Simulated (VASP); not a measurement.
# B48HN48 (a cell with a defect) in VASP: a series of runs

Aim: see how the results for B48HN48 (a cell with a defect) move with the level of theory and the settings. Levels: PBEsol, HSE06. Tasks: single point.

All numbers are computed with VASP 6.6.1; they aren't measurements. Logs are shortened: lines on timing, memory, paths and dates and some standing lists are left out, and cuts for length are marked.

## 1. The cell of the first run

The cell holds a defect, 97 atoms: a = 7.623 Å, b = 8.802 Å, c = 8.407 Å, α = 90.00°, β = 90.00°, γ = 90.00°.

## 2. Single point, PBEsol

The input, INCAR:

```
SYSTEM = B48HN48
  PREC = Accurate
  ENCUT = 520
  EDIFF = 1E-6
  ISMEAR = -1
  SIGMA = 0.05
  LREAL = Auto
  LASPH = .TRUE.
  NELM = 120
  ALGO = Normal
  ISIF = 2
  LWAVE = .FALSE.
  LCHARG = .FALSE.
  GGA = PS
  NBANDS = 246
  NELECT = 386.0
  ISYM = -1
  GGA_COMPAT = .FALSE.
```

The input, KPOINTS:

```
explicit points
1
Reciprocal
  0.25000000   0.25000000   0.25000000 1
```

The input, POSCAR:

```
B48HN48
1.0
    7.6229900000      0.0000000000      0.0000000000
    0.0000000000      8.8022710000      0.0000000000
    0.0000000000      0.0000000000      8.4065820000
B N H
48 48 1
Direct
    0.0000200000      0.1667860000      0.0015470000
    0.0008750000      0.1699600000      0.4987680000
    0.3328400000      0.1668210000      0.0011690000
    0.3329540000      0.1673940000      0.4999800000
    0.1663330000      0.4166120000      0.0018410000
    0.1635300000      0.4141770000      0.4987220000
    0.0004520000      0.6671990000      0.0008100000
    0.0005270000      0.6670130000      0.4990610000
    0.6664410000      0.1662600000      0.0010800000
    0.6669660000      0.1662100000      0.4992460000
    0.4992220000      0.4165250000      0.0015060000
    0.5012620000      0.4166220000      0.5003970000
    0.3327270000      0.6668260000      0.0002440000
    0.3322020000      0.6664580000      0.4989590000
    0.1665230000      0.9169820000      0.0003860000
    0.1669380000      0.9171340000      0.5000270000
    0.8335860000      0.4165320000      0.0026710000
    0.7907190000      0.4382280000      0.5170290000
    0.6663740000      0.6673910000      0.0013980000
    0.6669860000      0.6648250000      0.5008860000
    0.4996140000      0.9171300000      0.0007930000
    0.4996680000      0.9169130000      0.5000520000
    0.8332940000      0.9172300000      0.0008920000
    0.8330890000      0.9172200000      0.5000090000
    0.1664200000      0.0833510000      0.2512290000
    0.1661650000      0.0835000000      0.7501430000
    0.0013040000      0.3327100000      0.2551780000
    0.0007700000      0.3330010000      0.7513770000
    0.4996690000      0.0833570000      0.2508710000
    0.4995150000      0.0837310000      0.7502370000
    0.3329140000      0.3338400000      0.2517300000
    0.3314030000      0.3331810000      0.7516580000
    0.1663710000      0.5832810000      0.2506020000
    0.1662610000      0.5829010000      0.7498390000
    0.0001660000      0.8335390000      0.2505390000
    0.9998490000      0.8333850000      0.7500640000
    0.8335990000      0.0834320000      0.2509470000
    0.8338390000      0.0838950000      0.7500360000
    0.6668730000      0.3323760000      0.2503230000
    0.6662420000      0.3328390000      0.7539860000
    0.4987660000      0.5839420000      0.2497020000
    0.4992300000      0.5836380000      0.7511630000
    0.3329000000      0.8333650000      0.2503760000
    0.3329560000      0.8333740000      0.7500650000
    0.8345090000      0.5838840000      0.2500870000
    0.8336980000      0.5839620000      0.7540310000
    0.6662480000      0.8336670000      0.2511970000
    0.6663890000      0.8349410000      0.7516700000
    0.0000010000      0.1659220000      0.1874720000
    0.0003330000      0.1667640000      0.6879240000
    0.3331270000      0.1667320000      0.1880050000
    0.3328470000      0.1666170000      0.6879320000
    0.1670410000      0.4173000000      0.1875210000
    0.1660490000      0.4164970000      0.6880730000
    0.0008210000      0.6674570000      0.1864520000
    0.9999650000      0.6668930000      0.6878070000
    0.6665440000      0.1656540000      0.1867970000
    0.6666570000      0.1666140000      0.6880260000
    0.4995860000      0.4168210000      0.1873490000
    0.4967260000      0.4150520000      0.6907240000
    0.3325660000      0.6672950000      0.1864260000
    0.3328670000      0.6668550000      0.6873720000
    0.1667120000      0.9168300000      0.1873870000
    0.1665770000      0.9166830000      0.6876500000
    0.8333260000      0.4167750000      0.1885180000
    0.8355710000      0.4155880000      0.6961000000
    0.6662060000      0.6673090000      0.1872990000
    0.6666730000      0.6704100000      0.6908480000
    0.4994470000      0.9168620000      0.1875950000
    0.4994510000      0.9172560000      0.6878550000
    0.8333630000      0.9166630000      0.1877590000
    0.8334650000      0.9172450000      0.6877780000
    0.1676370000      0.0817390000      0.4378930000
    0.1665050000      0.0832900000      0.9378170000
    0.0083530000      0.3288200000      0.4343580000
    0.0004130000      0.3330450000      0.9394860000
    0.4992540000      0.0826670000      0.4378110000
    0.4994330000      0.0834850000      0.9377950000
    0.3331130000      0.3333520000      0.4379000000
    0.3323130000      0.3330410000      0.9388070000
    0.1662630000      0.5835080000      0.4372170000
    0.1663930000      0.5834050000      0.9373220000
    0.0006480000      0.8343810000      0.4375270000
    0.9998280000      0.8337750000      0.9374820000
    0.8337640000      0.0831670000      0.4375440000
    0.8332420000      0.0835410000      0.9377150000
    0.6617010000      0.3272310000      0.4326850000
    0.6658900000      0.3328810000      0.9398740000
    0.4956320000      0.5853840000      0.4336950000
    0.4995630000      0.5836020000      0.9381710000
    0.3327790000      0.8333490000      0.4374510000
    0.3330590000      0.8335390000      0.9373860000
    0.8369280000      0.5907920000      0.4323400000
    0.8334010000      0.5842830000      0.9397980000
    0.6655090000      0.8353910000      0.4375330000
    0.6663460000      0.8345100000      0.9386330000
    0.6677130000      0.5000640000      0.5707810000
```

Potentials or basis: VASP PAW PBE potentials, release 64 (B, N, H).

The run is started by

```console
$ cat potpaw_PBE.64/B/POTCAR potpaw_PBE.64/N/POTCAR potpaw_PBE.64/H/POTCAR > POTCAR
$ mpirun -np 1 vasp_std > vasp.out
```

OUTCAR:

```text
SYSTEM = B48HN48
   PREC = Accurate
   ENCUT = 520
   EDIFF = 1E-6
   ISMEAR = -1
   LREAL = Auto
   LASPH = .TRUE.
   NELM = 120
   ISIF = 2
   GGA = PS
   NELECT = 386.0
   ISYM = -1

 ion  position               nearest neighbor table
   1  0.000  0.167  0.002-  76 1.55  74 1.56  86 1.56  49 1.56
   2  0.001  0.170  0.499-  75 1.50  85 1.57  73 1.58  50 1.59
   3  0.333  0.167  0.001-  80 1.55  74 1.56  78 1.56  51 1.57
   4  0.333  0.167  0.500-  79 1.55  73 1.56  77 1.56  52 1.58
   5  0.166  0.417  0.002-  76 1.55  80 1.56  53 1.56  82 1.57
   6  0.164  0.414  0.499-  75 1.50  79 1.56  81 1.58  54 1.59
[... 66 lines left out ...]
  73  0.168  0.082  0.438-  16 1.54   4 1.56  25 1.57   2 1.58
  74  0.167  0.083  0.938-  15 1.56   3 1.56   1 1.56  26 1.58
  75  0.008  0.329  0.434-   2 1.50   6 1.50  27 1.51
  76  0.000  0.333  0.939-   1 1.55   5 1.55  17 1.56  28 1.58
  77  0.499  0.083  0.438-  22 1.55   4 1.56  10 1.56  29 1.57
  78  0.499  0.083  0.938-  21 1.56   3 1.56   9 1.56  30 1.58
  79  0.333  0.333  0.438-   4 1.55   6 1.56  31 1.57  12 1.57
  80  0.332  0.333  0.939-   3 1.55   5 1.56  11 1.56  32 1.57
  81  0.166  0.584  0.437-  14 1.55   8 1.55  33 1.57   6 1.58
[... 13 lines left out ...]
  95  0.666  0.835  0.438-  22 1.55  24 1.56  47 1.57  20 1.59
  96  0.666  0.835  0.939-  21 1.55  23 1.56  19 1.56  48 1.57
  97  0.668  0.500  0.571-  18 1.17

IMPORTANT INFORMATION: All symmetrisations will be switched off!
NOSYMM: (Re-)initialisation of all symmetry stuff for point group C_1.

----------------------------------------------------------------------------------------

                                     Primitive cell

  volume of cell :     564.0785

  direct lattice vectors                    reciprocal lattice vectors
     7.622990000  0.000000000  0.000000000     0.131182121  0.000000000  0.000000000
     0.000000000  8.802271000  0.000000000     0.000000000  0.113607045  0.000000000
     0.000000000  0.000000000  8.406582000     0.000000000  0.000000000  0.118954410

  length of vectors
     7.622990000  8.802271000  8.406582000     0.131182121  0.113607045  0.118954410

  position of ions in fractional coordinates (direct lattice)
     0.000020000  0.166786000  0.001547000
     0.000875000  0.169960000  0.498768000
     0.332840000  0.166821000  0.001169000
     0.332954000  0.167394000  0.499980000
     0.166333000  0.416612000  0.001841000
     0.163530000  0.414177000  0.498722000
[... 89 lines left out ...]
     0.666346000  0.834510000  0.938633000
     0.667713000  0.500064000  0.570781000

  ion indices of the primitive-cell ions
   primitive index   ion index
                 1           1
                 2           2
                 3           3
                 4           4
                 5           5
                 6           6
[... 89 lines left out ...]
                96          96
                97          97

----------------------------------------------------------------------------------------

 KPOINTS: explicit points

Read explicit list of k-points.

 Found      1 k-points:

 Following reciprocal coordinates:
            Coordinates               Weight
  0.250000  0.250000  0.250000      1.000000
   k-points           NKPTS =      1   k-points in BZ     NKDIM =      1   number of bands    NBANDS=    246
   number of dos      NEDOS =    301   number of ions     NIONS =     97
   total plane-waves  NPLWV = 268800
   dimension x,y,z NGX =    60 NGY =   70 NGZ =   64
   dimension x,y,z NGXF=   120 NGYF=  140 NGZF=  128
   ions per type =              48  48   1
   NGX,Y,Z   is equivalent  to a cutoff of  13.09, 13.22, 12.66 a.u.
   NGXF,Y,Z  is equivalent  to a cutoff of  26.17, 26.44, 25.31 a.u.
 SYSTEM =  B48HN48
   PREC   = accura    normal or accurate (medium, high low for compatibility)
   ISTART =      0    job   : 0-new  1-cont  2-samecut
   ICHARG =      2    charge: 1-file 2-atom 10-const
   ISPIN  =      1    spin polarized calculation?
   LNONCOLLINEAR =      F non collinear calculations
   LSORBIT =      F    spin-orbit coupling
   LASPH  =      T    aspherical Exc in radial PAW
   ENCUT  =  520.0 eV  38.22 Ry    6.18 a.u.  14.17 16.37 15.63*2*pi/ulx,y,z
   NELM   =    120;   NELMIN=  2; NELMDL= -5     # of ELM steps
   EDIFF  = 0.1E-05   stopping-criterion for ELM
   LREAL  =      T    real-space projection
   EDIFFG = 0.1E-04   stopping-criterion for IOM
   NSW    =      0    number of steps for IOM
   IBRION =     -1    ionic relax: 0-MD 1-quasi-New 2-CG
   NFREE  =      0    steps in history (QN), initial steepest desc. (CG)
   ISIF   =      2    stress and relaxation
   ISYM   =     -1    0-nonsym 1-usesym 2-fastsym
   POTIM  = 0.5000    time-step for ionic-motion
   TEBEG  =    0.0;   TEEND  =   0.0 temperature during run
   PSTRESS=    0.0 pullay stress
   NELECT =     386.0000    total number of electrons
   NUPDOWN=      -1.0000    fix difference up-down
   EMIN   =  10.00;   EMAX   =-10.00  energy-range for DOS
   EFERMI =   0.00;   METHOD = LEGACY
   ISMEAR =    -1;   SIGMA  =   0.05  broadening in eV -4-tet -1-fermi 0-gaus
   EFERMI_NEDOS =   21; number of points for ismear=-14 and -15
   IALGO  =     38    algorithm
   IMIX   =      4    mixing-type and parameters
     AMIX     =   0.40;   BMIX     =  1.00
     AMIX_MAG =   1.60;   BMIX_MAG =  1.00
  volume/ion in A,a.u.               =       5.82        39.24
  Fermi-wavevector in a.u.,A,eV,Ry     =   1.442638  2.726191 28.316512  2.081205
  Thomas-Fermi vector in A             =   2.561136
   LORBIT       =      0    0 simple, 1 ext, 2 COOP (PROOUT), +10 PAW based schemes
   GGA     = PS    functional components
   LHFCALC =     F    Hartree Fock is set to
   AEXX    =    0.0000 exact exchange contribution
   IVDW    =     0    specifies the selected vdW correction
   LEPSILON=     F    determine dielectric tensor
   LRPA    =     F    only Hartree local field effects (RPA)
 non-spin polarized calculation
  energy-cutoff  :      520.00
  volume of cell :      564.08
 maximum number of plane-waves:     15183
 NGX is ok and might be reduce to    56
   NGX = 29   NGY = 33   NGZ = 31

 number of electron     385.9999988 magnetization

 Free energy of the ion-electron system (eV)
  ---------------------------------------------------
  ext. energy  EPLUGINS =         0.00000000
  ---------------------------------------------------
  free energy    TOTEN  =      -867.28140154 eV

  energy without entropy =     -867.28140154  energy(sigma->0) =     -867.28140154

 E-fermi :  10.4551     XC(G=0): -13.0626

 val. band max:        9.2104141828   @ k =   0.2500   0.2500   0.2500
 cond. band min:      13.4496824975   @ k =   0.2500   0.2500   0.2500
 fundamental gap:      4.2392683148
 Fermi energy:        10.4550808957

 k-point     1 :       0.2500    0.2500    0.2500
  band No.  band energies     occupation
      1     -12.6589      2.00000
      2     -11.9835      2.00000
      3     -11.9103      2.00000
      4     -11.7518      2.00000
      5     -11.2532      2.00000
      6     -11.1038      2.00000
[... 197 lines left out ...]
    204      14.8475      0.00000
    205      14.8627      0.00000
 [bands above 205 left out]

------------------------ aborting loop because EDIFF is reached ----------------------------------------

  FORCE on cell =-STRESS in cart. coord.  units (eV):
  Direction    XX          YY          ZZ          XY          YZ          ZX
  --------------------------------------------------------------------------------------
  -------------------------------------------------------------------------------------
  Total       25.3994962     24.0791406     24.5362476     -0.1648644      0.3101250      0.0254530
  in kB       72.1433235     68.3930586     69.6914000     -0.4682717      0.8808618      0.0722954
  external PRESSURE =      70.0759274 kB  Pullay stress =       0.0000000 kB

 VOLUME and BASIS-vectors are now :
 -----------------------------------------------------------------------------
  energy-cutoff  :      520.00
  volume of cell :      564.08
      direct lattice vectors                 reciprocal lattice vectors
     7.622990000  0.000000000  0.000000000     0.131182121  0.000000000  0.000000000
     0.000000000  8.802271000  0.000000000     0.000000000  0.113607045  0.000000000
     0.000000000  0.000000000  8.406582000     0.000000000  0.000000000  0.118954410

 POSITION                                       TOTAL-FORCE (eV/Angst)
 -----------------------------------------------------------------------------------
      0.00015      1.46810      0.01300        -0.000030      0.005707     -0.003758
      0.00667      1.49603      4.19293        -0.008936     -0.005728      0.014000
      2.53724      1.46840      0.00983        -0.000113      0.004550      0.004645
      2.53811      1.47345      4.20312        -0.001644     -0.003156     -0.000890
      1.26795      3.66713      0.01548        -0.000831      0.001842     -0.005790
      1.24659      3.64570      4.19255         0.010035      0.013398      0.009231
[... 89 lines left out ...]
      5.07955      7.34558      7.89070        -0.000204      0.000020      0.001260
      5.08997      4.40170      4.79832        -0.021026      0.022935      0.034163
 -----------------------------------------------------------------------------------
    total drift:                                0.003086      0.016347     -0.008749

  FREE ENERGIE OF THE ION-ELECTRON SYSTEM (eV)
  ---------------------------------------------------
  free  energy   TOTEN  =      -867.2814015387 eV

  energy  without entropy=     -867.2814015386  energy(sigma->0) =     -867.28140154
```

Wall time 3.6 min (1 thread of Intel Xeon 6975P-C (Granite Rapids), shared host); peak memory 0.63 GiB.

What came out:

```yaml
Free_energy: -867.2814 eV
Largest_force: 0.068 eV/Å
```

Forces in eV/Å, atoms in the order of the input:
```
B    0.000  0.006 -0.004
B   -0.009 -0.006  0.014
B    0.000  0.005  0.005
B   -0.002 -0.003 -0.001
B   -0.001  0.002 -0.006
B    0.010  0.013  0.009
B    0.004  0.006  0.002
B    0.004 -0.009  0.009
B   -0.002  0.002  0.001
B    0.007  0.000  0.009
B    0.007  0.002  0.006
B    0.004  0.014  0.021
B   -0.010  0.004  0.002
B    0.010 -0.008 -0.002
B    0.001 -0.003  0.000
B    0.002 -0.007  0.008
B    0.002  0.004  0.001
B    0.061 -0.030 -0.010
B    0.000 -0.006 -0.002
B   -0.020 -0.009  0.010
B   -0.003 -0.004 -0.004
B    0.003 -0.001  0.008
B    0.000 -0.003 -0.002
B    0.001  0.005  0.000
B   -0.004  0.011  0.009
B    0.003  0.001 -0.004
B    0.000  0.002 -0.012
B    0.005 -0.006  0.003
B   -0.001  0.004 -0.002
B    0.004  0.008  0.003
B   -0.005  0.000  0.015
B    0.000 -0.005  0.007
B    0.002  0.006 -0.006
B   -0.002 -0.007 -0.010
B   -0.005 -0.001  0.003
B   -0.003  0.003 -0.007
B   -0.003 -0.003 -0.004
B   -0.006  0.004 -0.002
B   -0.001 -0.006  0.011
B    0.001 -0.006  0.003
B   -0.003  0.003  0.012
B   -0.014  0.012 -0.001
B    0.002 -0.004  0.004
B    0.010  0.000 -0.009
B   -0.009  0.009  0.009
B    0.012  0.006 -0.009
B    0.003 -0.001  0.012
B    0.003  0.006  0.002
N   -0.002 -0.001  0.001
N   -0.003  0.002 -0.009
N    0.002 -0.005 -0.006
N   -0.005  0.002  0.000
N   -0.003 -0.001  0.002
N   -0.002  0.007 -0.006
N    0.005  0.001 -0.002
N   -0.006  0.001 -0.004
N    0.000 -0.004 -0.002
N   -0.003  0.001 -0.008
N    0.001  0.000 -0.006
N   -0.004  0.004 -0.017
N   -0.003  0.002 -0.004
N    0.005  0.001 -0.002
N   -0.001 -0.001 -0.002
N   -0.004  0.003 -0.001
N    0.007 -0.004  0.005
N   -0.009  0.006 -0.008
N    0.003 -0.001 -0.001
N   -0.002  0.002 -0.012
N    0.000  0.003  0.001
N   -0.006 -0.004 -0.004
N    0.001  0.003 -0.001
N   -0.002 -0.001 -0.002
N    0.004  0.000 -0.005
N   -0.002 -0.002  0.001
N   -0.015  0.003  0.004
N    0.001 -0.004  0.000
N    0.000  0.000  0.000
N    0.002 -0.003 -0.004
N   -0.008 -0.008 -0.009
N   -0.003 -0.003 -0.002
N   -0.003 -0.010  0.003
N    0.003 -0.004  0.001
N    0.001 -0.001 -0.004
N    0.000 -0.003  0.004
N    0.006  0.000  0.001
N    0.003 -0.002 -0.003
N    0.007 -0.006 -0.014
N   -0.001 -0.004  0.000
N   -0.008  0.008 -0.004
N    0.006 -0.004 -0.006
N   -0.003 -0.003 -0.004
N    0.003 -0.002  0.004
N    0.004 -0.007 -0.012
N   -0.004 -0.005  0.005
N    0.002  0.009 -0.008
N    0.000  0.000  0.001
H   -0.021  0.023  0.034
```

Caveat: the cell carries a net charge on a neutralising background, which shifts energy and pressure; the cell is charged against a uniform background, so pressure and absolute levels hang on convention; the PAW data sets were made with another functional, which shifts forces and pressure a little.

(Part 1 of 4 ends here.)
